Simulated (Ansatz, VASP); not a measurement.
# Ta in VASP and in Ansatz

```xyz
1
Lattice="-1.6513 1.6513 1.6513 1.6513 -1.6513 1.6513 1.6513 1.6513 -1.6513" Properties=species:S:1:pos:R:3 pbc="T T T"
Ta    0.0000    0.0000    0.0000
```

Alike in both runs: task relaxation of cell and atoms; functional PBE-based screened hybrid with a share of 0.25 of exact exchange and HFSCREEN = 0.3; k mesh 7 × 7 × 7; occupations gaussian, width 0.05 eV; no spin polarisation; Hubbard terms Ta d U = 4.0 eV.

|  | VASP | Ansatz |
| --- | --- | --- |
| version | VASP 6.6.1 | Ansatz 0.2.0 |
| potentials or method | VASP PAW PBE potentials, release 64 (Ta_pv) | Ansatz PAW polarizable |
| plane-wave cutoff (eV) | 600 | 420 |
| valence electrons in the cell | 11 | 13 |

VASP gave:

| Quantity | Value |
| --- | --- |
| gap on the k mesh at the Fermi level, each at its own relaxed structure (eV) | none |
| relaxed volume (Å³/atom) | 19.40 |
| relaxed length of the cell vector where the two differ most in proportion (Å) | 2.932 |

Problem. Which values does Ansatz return?

Solution. gap on the k mesh at the Fermi level, each at its own relaxed structure (eV): none; relaxed volume (Å³/atom): 18.32; relaxed length of the cell vector where the two differ most in proportion (Å): 2.876.

VASP's potentials were made for PBE, not for PBE-based screened hybrid. The programs project onto different local orbitals, so the same U acts differently, and such runs can settle in different states. A gap of «none» marks a metal or a gap that the smearing closes. VASP's potentials hold 11 valence electrons a cell and Ansatz's 13, so a difference there can come from the potentials and not from the codes.

The k mesh is coarse, so the values compare programs but aren't converged. Spin-orbit coupling is off throughout. Noted on Ansatz's run: the plane-wave basis is chosen anew once the cell has moved, so the energies of steps on either side of that aren't comparable.
